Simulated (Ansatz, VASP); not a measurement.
Au: VASP beside Ansatz

```
Au
1.0
     2.88750    0.00000    0.00000
     0.00000    2.88750    0.00000
     0.00000    0.00000   24.16710
Au
5
Direct
  0.00000 0.00000 0.33273
  0.50000 0.50000 0.41560
  0.00000 0.00000 0.50000
  0.50000 0.50000 0.58440
  0.00000 0.00000 0.66727
```

Alike in both runs: task single point; functional PBEsol; k mesh 13 × 13 × 1; occupations gaussian, width 0.05 eV; no spin polarisation.

|  | VASP | Ansatz |
| --- | --- | --- |
| version | VASP 6.6.1 | Ansatz 0.2.0 |
| potentials or method | VASP PAW PBE potentials, release 64 (Au) | PAW with Ansatz's default frozen-core files, scalar-relativistic |
| plane-wave cutoff (eV) | 400 | 420 |
| valence electrons in the cell | 55 | 95 |

```csv
,VASP,Ansatz,Ansatz less VASP
gap on the k mesh at the Fermi level (eV),none,none,-
rms of the force components (eV/Å),0.010,0.009,-0.0013
```

VASP's potentials were made for PBE, not for PBEsol. Atom by atom the forces differ by 0.003 eV/Å (rms over components). A gap of «none» marks a metal or a gap that the smearing closes. The functional is the same, so the differences come from potentials, cutoffs and numerics. VASP's potentials hold 55 valence electrons a cell and Ansatz's 95, so a difference there can come from the potentials and not from the codes. Ansatz's warnings: slab cell height set.

Neither program's run includes spin-orbit coupling.
